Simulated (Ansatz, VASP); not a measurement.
Two plane-wave programs on Y

The input INCAR:

```
ALGO = Normal
EDIFF = 1E-7
ENCUT = 520
GGA = PS
ISIF = 2
ISMEAR = 0
LASPH = T
LCHARG = T
LELF = T
LREAL = F
LVHAR = T
LWAVE = F
NBANDS = 12
NELM = 80
PREC = Accurate
SIGMA = 0.15
```

KPOINTS

```
k-points
0
Gamma
  16 16 16
```

Contents of POSCAR:

```
Y
1.0
    0.0000000000      2.5844000000      2.2862000000
    2.5844000000      0.0000000000      2.2862000000
    2.5844000000      2.5844000000      0.0000000000
Y
1
Direct
    0.0000000000      0.0000000000      0.0000000000
```

Input for Ansatz:

```yaml
crystal:
  lattice:
    - [0.0, 2.5844, 2.2862]
    - [2.5844, 0.0, 2.2862]
    - [2.5844, 2.5844, 0.0]
  atoms:
    - { symbol: "Y", position: [0.0, 0.0, 0.0] }
basis:
  ecutwfc: 420
kpoints:
  mp_grid: { grid: [16, 16, 16] }
hamiltonian:
  xc: pbesol
scf:
  occupations: { method: gaussian, width: 0.15 }
output:
  forces: true
  stress: true
  eigenvalues: true
```

Change from the starting cell: strain +0.040 along x and y, -0.080 along z, atoms carried along.

Alike in both runs: task single point; functional PBEsol; k mesh 16 × 16 × 16; occupations gaussian, width 0.15 eV; no spin polarisation.

|  | VASP | Ansatz |
| --- | --- | --- |
| version | VASP 6.6.1 | Ansatz 0.2.0 |
| potentials or method | VASP PAW PBE potentials, release 64 (Y_sv), cutoff 520 eV | scalar-relativistic, plane waves, PAW |
| valence electrons in the cell | 11 | 11 |

|  | VASP | Ansatz | Ansatz less VASP |
| --- | --- | --- | --- |
| gap on the k mesh at the Fermi level (eV) | none | none | - |
| pressure (GPa) | 0.3 | 0.4 | +0.13 |
| traceless stress, the component that is largest in VASP (GPa) | 1.98 | 1.96 | -0.019 |

VASP's potentials were made for PBE, not for PBEsol. A gap of «none» marks a metal or a gap that the smearing closes.
